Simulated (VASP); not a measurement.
# Hf (Fm-3m) in VASP: single point with r2SCAN

Aim: the single point of Hf with r2SCAN.

Program: VASP 6.6.1. These are calculated values, not measurements. Logs are shortened: lines on timing, memory, paths and dates and some standing lists are left out, and cuts for length are marked.

## 1. The cell of the first run

Symmetry: Fm-3m, No. 225, cubic system. Conventional cell: a = 4.440 Å, b = 4.440 Å, c = 4.440 Å, α = 90.00°, β = 90.00°, γ = 90.00°. Hf (site symmetry m-3m) has 12 Hf at 3.14 Å within 4.1 Å.

This isn't the form of Hf at room conditions, which is hcp.

## 2. Single point, r2SCAN

POSCAR reads:

```
Hf
1.0
    0.0000000000      2.2200000000      2.2200000000
    2.2200000000      0.0000000000      2.2200000000
    2.2200000000      2.2200000000      0.0000000000
Hf
1
Direct
    0.0000000000      0.0000000000      0.0000000000
```

INCAR.step1 reads:

```
SYSTEM = Hf
ALGO     = Normal         ! electronic algorithm
EDIFF    = 1E-5           ! SCF threshold, eV
ENCUT    = 550            ! plane-wave cutoff, eV
GGA      = PE             ! functional
GGA_COMPAT= .FALSE.      
ISMEAR   = -1             ! smearing method
LASPH    = .TRUE.         ! aspherical terms in the spheres
LCHARG   = .FALSE.        ! write CHGCAR
LREAL    = .FALSE.        ! projectors in reciprocal space
LWAVE    = .TRUE.         ! write WAVECAR
NBANDS   = 11             ! bands
NELM     = 120            ! most SCF steps
PREC     = Accurate       ! precision mode
SIGMA    = 0.15           ! smearing width, eV
```

INCAR.step2 reads:

```
SYSTEM = Hf
ALGO     = Normal         ! electronic algorithm
EDIFF    = 1E-6           ! SCF threshold, eV
ENCUT    = 550            ! plane-wave cutoff, eV
GGA_COMPAT= .FALSE.      
ISIF     = 2              ! what is computed and relaxed
ISMEAR   = -1             ! smearing method
ISTART   = 1            
LASPH    = .TRUE.         ! aspherical terms in the spheres
LCHARG   = .TRUE.         ! write CHGCAR
LELF     = .TRUE.         ! ELF
LMIXTAU  = .TRUE.       
LREAL    = .FALSE.        ! projectors in reciprocal space
LVHAR    = .TRUE.       
LWAVE    = .FALSE.        ! write WAVECAR
METAGGA  = R2SCAN         ! meta-GGA
NBANDS   = 11             ! bands
NELM     = 120            ! most SCF steps
PREC     = Accurate       ! precision mode
SIGMA    = 0.15           ! smearing width, eV
```

KPOINTS reads:

```
k-points
0
G
  11 11 11
  0 0 0
```

Potentials or basis: VASP PAW PBE potentials, release 64 (Hf_pv).

Launch:

```bash
$ cat potpaw_PBE.64/Hf_pv/POTCAR > POTCAR
$ cp INCAR.step1 INCAR
$ mpirun -np 1 vasp_std > vasp.out
$ cp INCAR.step2 INCAR
$ mpirun -np 1 vasp_std > vasp.out
```

OUTCAR:

```text
SYSTEM = Hf
   EDIFF = 1E-6
   ENCUT = 550
   ISIF = 2
   ISMEAR = -1
   ISTART = 1
   LASPH = .TRUE.
   LREAL = .FALSE.
   METAGGA = R2SCAN
   NELM = 120
   PREC = Accurate

 ion  position               nearest neighbor table
   1  0.000  0.000  0.000-

  LATTYP: Found a face centered cubic cell.
 ALAT       =     4.4400000000

  Lattice vectors:

 A1 = (   0.0000000000,   2.2200000000,   2.2200000000)
 A2 = (   2.2200000000,   0.0000000000,   2.2200000000)
 A3 = (   2.2200000000,   2.2200000000,   0.0000000000)

Analysis of symmetry for initial positions (statically):
=====================================================================
 Subroutine PRICEL returns:
 Original cell was already a primitive cell.

 Routine SETGRP: Setting up the symmetry group for a
 face centered cubic supercell.

 Subroutine GETGRP returns: Found 48 space group operations
 (whereof 48 operations were pure point group operations)
 out of a pool of 48 trial point group operations.

The static configuration has the point symmetry O_h .

Analysis of symmetry for dynamics (positions and initial velocities):
=====================================================================
 Subroutine PRICEL returns:
 Original cell was already a primitive cell.

 Routine SETGRP: Setting up the symmetry group for a
 face centered cubic supercell.

 Subroutine GETGRP returns: Found 48 space group operations
 (whereof 48 operations were pure point group operations)
 out of a pool of 48 trial point group operations.

The dynamic configuration has the point symmetry O_h .

 Subroutine INISYM returns: Found 48 space group operations
 (whereof 48 operations are pure point group operations),
 and found     1 'primitive' translations

----------------------------------------------------------------------------------------

                                     Primitive cell

  volume of cell :      21.8821

  direct lattice vectors                    reciprocal lattice vectors
     0.000000000  2.220000000  2.220000000    -0.225225225  0.225225225  0.225225225
     2.220000000  0.000000000  2.220000000     0.225225225 -0.225225225  0.225225225
     2.220000000  2.220000000  0.000000000     0.225225225  0.225225225 -0.225225225

  length of vectors
     3.139554108  3.139554108  3.139554108     0.390101533  0.390101533  0.390101533

  position of ions in fractional coordinates (direct lattice)
     0.000000000  0.000000000  0.000000000

  ion indices of the primitive-cell ions
   primitive index   ion index
                 1           1

----------------------------------------------------------------------------------------

 KPOINTS: k-points

Automatic generation of k-mesh.
 Grid dimensions read from file:
 generate k-points for:   11   11   11

 Generating k-lattice:

  Cartesian coordinates                     Fractional coordinates (reciprocal lattice)
    -0.020475020  0.020475020  0.020475020     0.090909091  0.000000000  0.000000000
     0.020475020 -0.020475020  0.020475020     0.000000000  0.090909091  0.000000000
     0.020475020  0.020475020 -0.020475020     0.000000000  0.000000000  0.090909091

  Length of vectors
     0.035463776  0.035463776  0.035463776

  Shift w.r.t. Gamma in fractional coordinates (k-lattice)
     0.000000000  0.000000000  0.000000000

 Subroutine IBZKPT returns following result:
 ===========================================

 Found     56 irreducible k-points:

 Following reciprocal coordinates:
            Coordinates               Weight
  0.000000  0.000000  0.000000      1.000000
  0.090909  0.000000  0.000000      8.000000
  0.181818  0.000000  0.000000      8.000000
  0.272727  0.000000  0.000000      8.000000
  0.363636  0.000000  0.000000      8.000000
  0.454545  0.000000  0.000000      8.000000
[... 16 lines left out ...]
 -0.272727  0.181818  0.000000     24.000000
 -0.181818  0.181818  0.000000     12.000000
 [... further k-points ...]
   k-points           NKPTS =     56   k-points in BZ     NKDIM =     56   number of bands    NBANDS=     11
   number of dos      NEDOS =    301   number of ions     NIONS =      1
   total plane-waves  NPLWV =  13824
   dimension x,y,z NGX =    24 NGY =   24 NGZ =   24
   dimension x,y,z NGXF=    48 NGYF=   48 NGZF=   48
   ions per type =               1
   NGX,Y,Z   is equivalent  to a cutoff of  12.71, 12.71, 12.71 a.u.
   NGXF,Y,Z  is equivalent  to a cutoff of  25.42, 25.42, 25.42 a.u.
 SYSTEM =  Hf
   PREC   = accura    normal or accurate (medium, high low for compatibility)
   ISTART =      1    job   : 0-new  1-cont  2-samecut
   ICHARG =      0    charge: 1-file 2-atom 10-const
   ISPIN  =      1    spin polarized calculation?
   LNONCOLLINEAR =      F non collinear calculations
   LSORBIT =      F    spin-orbit coupling
   LASPH  =      T    aspherical Exc in radial PAW
   ENCUT  =  550.0 eV  40.42 Ry    6.36 a.u.   6.00  6.00  6.00*2*pi/ulx,y,z
   NELM   =    120;   NELMIN=  2; NELMDL=  0     # of ELM steps
   EDIFF  = 0.1E-05   stopping-criterion for ELM
   LREAL  =      F    real-space projection
   EDIFFG = 0.1E-04   stopping-criterion for IOM
   NSW    =      0    number of steps for IOM
   IBRION =     -1    ionic relax: 0-MD 1-quasi-New 2-CG
   NFREE  =      0    steps in history (QN), initial steepest desc. (CG)
   ISIF   =      2    stress and relaxation
   ISYM   =      2    0-nonsym 1-usesym 2-fastsym
   POTIM  = 0.5000    time-step for ionic-motion
   TEBEG  =    0.0;   TEEND  =   0.0 temperature during run
   PSTRESS=    0.0 pullay stress
   NELECT =      10.0000    total number of electrons
   NUPDOWN=      -1.0000    fix difference up-down
   EMIN   =  10.00;   EMAX   =-10.00  energy-range for DOS
   EFERMI =   0.00;   METHOD = LEGACY
   ISMEAR =    -1;   SIGMA  =   0.15  broadening in eV -4-tet -1-fermi 0-gaus
   EFERMI_NEDOS =   21; number of points for ismear=-14 and -15
   IALGO  =     38    algorithm
   IMIX   =      4    mixing-type and parameters
     AMIX     =   0.40;   BMIX     =  1.00
     AMIX_MAG =   1.60;   BMIX_MAG =  1.00
  volume/ion in A,a.u.               =      21.88       147.67
  Fermi-wavevector in a.u.,A,eV,Ry     =   1.260991  2.382927 21.634588  1.590097
  Thomas-Fermi vector in A             =   2.394472
   LORBIT       =      0    0 simple, 1 ext, 2 COOP (PROOUT), +10 PAW based schemes
   METAGGA = R2SCAN    functional components
   LHFCALC =     F    Hartree Fock is set to
   AEXX    =    0.0000 exact exchange contribution
   IVDW    =     0    specifies the selected vdW correction
   LEPSILON=     F    determine dielectric tensor
   LRPA    =     F    only Hartree local field effects (RPA)
 non-spin polarized calculation
  energy-cutoff  :      550.00
  volume of cell :       21.88
 maximum number of plane-waves:       654
   NGX = 13   NGY = 13   NGZ = 13

 number of electron      10.0000000 magnetization

 Free energy of the ion-electron system (eV)
  ---------------------------------------------------
  ext. energy  EPLUGINS =         0.00000000
  ---------------------------------------------------
  free energy    TOTEN  =       -45.11240751 eV

  energy without entropy =      -45.01853898  energy(sigma->0) =      -45.06547325

 E-fermi :   4.7692     XC(G=0): -12.2835

 val. band max:        4.7538653319   @ k =   0.3636   0.0000   0.0000
 cond. band min:       4.8004920393   @ k =   0.2727   0.1818   0.0909
 fundamental gap:      0.0466267074
 Fermi energy:         4.7692405021

 k-point     1 :       0.0000    0.0000    0.0000
  band No.  band energies     occupation
      1     -26.2611      2.00000
      2     -26.2611      2.00000
      3     -26.2611      2.00000
      4      -2.8685      2.00000
      5       6.3804      0.00004
      6       6.3804      0.00004
      7       6.3804      0.00004
      8       9.4541      0.00000
      9       9.4541      0.00000
     10      16.6742      0.00000
     11      16.8380      0.00000

 k-point     2 :       0.0909    0.0000    0.0000
  band No.  band energies     occupation
      1     -26.3379      2.00000
      2     -26.2706      2.00000
      3     -26.2706      2.00000
      4      -2.5633      2.00000
      5       6.0575      0.00037
      6       6.5220      0.00002
      7       6.5220      0.00002
      8       9.2969      0.00000
      9       9.2969      0.00000
     10      16.8380      0.00000
     11      17.3533      0.00000

 k-point     3 :       0.1818    0.0000    0.0000
  band No.  band energies     occupation
      1     -26.5395      2.00000
      2     -26.2961      2.00000
      3     -26.2961      2.00000
      4      -1.7187      2.00000
      5       5.3729      0.03511
      6       6.7766      0.00000
      7       6.7766      0.00000
      8       9.1307      0.00000
      9       9.1307      0.00000
     10      16.8378      0.00000
     11      17.8513      0.00000

 k-point     4 :       0.2727    0.0000    0.0000
  band No.  band energies     occupation
      1     -26.7941      2.00000
      2     -26.3291      2.00000
      3     -26.3291      2.00000
      4      -0.5693      2.00000
      5       4.8123      0.85753
      6       6.7205      0.00000
      7       6.7205      0.00000
      8       9.5812      0.00000
      9       9.5812      0.00000
     10      16.5010      0.00000
     11      16.8387      0.00000
[... 239 lines left out ...]
 k-point    22 :      -0.3636    0.1818    0.0000
  band No.  band energies     occupation
      1     -27.0353      2.00000
      2     -26.5791      2.00000
      3     -26.4003      2.00000
      4       1.8545      2.00000
      5       4.2872      1.92268
      6       5.2399      0.08315
      7       7.0970      0.00000
      8      10.2721      0.00000
      9      12.5928      0.00000
     10      15.2407      0.00000
     11      16.8388      0.00000

 k-point    23 :      -0.2727    0.1818    0.0000
  band No.  band energies     occupation
      1     -26.9172      2.00000
      2     -26.5510      2.00000
      3     -26.3591      2.00000
      4       1.1012      2.00000
      5       4.3921      1.85031
      6       5.3668      0.03654
      7       7.3248      0.00000
      8       8.9361      0.00000
      9      12.1600      0.00000
     10      16.8101      0.00000
     11      16.8780      0.00000

 k-point    24 :      -0.1818    0.1818    0.0000
  band No.  band energies     occupation
      1     -26.7702      2.00000
      2     -26.4712      2.00000
      3     -26.3204      2.00000
      4      -0.0666      2.00000
      5       4.5812      1.55576
      6       6.0667      0.00035
      7       7.7874      0.00000
      8       7.8181      0.00000
      9      10.9937      0.00000
     10      16.8375      0.00000
     11      18.0688      0.00000

 [... further k-points ...]

------------------------ aborting loop because EDIFF is reached ----------------------------------------

  FORCE on cell =-STRESS in cart. coord.  units (eV):
  Direction    XX          YY          ZZ          XY          YZ          ZX
  --------------------------------------------------------------------------------------
  -------------------------------------------------------------------------------------
  Total        0.3260807      0.3260807      0.3260807      0.0000000     -0.0000000      0.0000000
  in kB       23.8751885     23.8751885     23.8751885      0.0000000     -0.0000000      0.0000000
  external PRESSURE =      23.8751885 kB  Pullay stress =       0.0000000 kB

 VOLUME and BASIS-vectors are now :
 -----------------------------------------------------------------------------
  energy-cutoff  :      550.00
  volume of cell :       21.88
      direct lattice vectors                 reciprocal lattice vectors
     0.000000000  2.220000000  2.220000000    -0.225225225  0.225225225  0.225225225
     2.220000000  0.000000000  2.220000000     0.225225225 -0.225225225  0.225225225
     2.220000000  2.220000000  0.000000000     0.225225225  0.225225225 -0.225225225

 POSITION                                       TOTAL-FORCE (eV/Angst)
 -----------------------------------------------------------------------------------
      0.00000      0.00000      0.00000         0.000000      0.000000      0.000000
 -----------------------------------------------------------------------------------
    total drift:                                0.000000     -0.000000     -0.000000

  FREE ENERGIE OF THE ION-ELECTRON SYSTEM (eV)
  ---------------------------------------------------
  free  energy   TOTEN  =       -45.1124075135 eV

  energy  without entropy=      -45.0185389765  energy(sigma->0) =      -45.06547325
```

It took 30 s on 1 thread of AMD EPYC 9R45 (Zen 5), shared host; peak memory 0.12 GiB.

Results:

* Free energy: -45.1124 eV
* Pressure: 2.4 GPa
* Band gap on the k mesh: zero (bands 5 and 6 overlap by 1.92 eV)

Levels at points of the mesh, in eV from the Fermi level:
| k point | band 1 | band 2 | band 3 | band 4 | band 5 | band 6 | band 7 | band 8 | band 9 | band 10 |
| --- | --- | --- | --- | --- | --- | --- | --- | --- | --- | --- |
| (0.00, 0.00, 0.00) | -31.03 | -31.03 | -31.03 | -7.64 | 1.61 | 1.61 | 1.61 | 4.68 | 4.68 | 11.90 |

Caveat: the PAW data sets were made with another functional, which shifts forces and pressure a little; spin-orbit coupling is left out, which moves the levels of the heavy elements.
